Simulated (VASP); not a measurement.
Crystal: GaP.

```
Ga P
1.0
     0.00000    2.72525    2.72525
     2.72525    0.00000    2.72525
     2.72525    2.72525    0.00000
Ga P
1 1
Direct
  0.00000 0.00000 0.00000
  0.75000 0.75000 0.75000
```

Base run:

```yaml
Program: VASP 6.6.1
Functional: r2SCAN
Potentials_or_basis: VASP PAW PBE potentials, release 64 (Ga_d, P)
Cutoff: 520 eV
k_mesh: 8 × 8 × 8, shifted
Occupations: gaussian, width 0.01 eV
Spin: no spin polarisation
```

Its results: band gap on the k mesh 2.06 eV (least direct gap 2.73 eV); pressure 0.0 GPa.

**Question.** The run is repeated on the same cell with these changes: k mesh from 8 × 8 × 8, shifted to 8 × 8 × 8, through Γ; further incar settings from ALGO = Normal; EDIFF = 1e-06; NBANDS = 16; ISYM = 0 to ALGO = Normal; EDIFF = 1e-07; NBANDS = 16. What comes out?

**Answer.** Band gap on the k mesh 1.90 eV (least direct gap 2.34 eV); pressure 0.0 GPa.

Caveats: the PAW data sets were made with another functional, which shifts forces and pressure a little; a shifted mesh leaves out Γ, where band edges can lie (at least some runs).

A k mesh can miss the band edges.
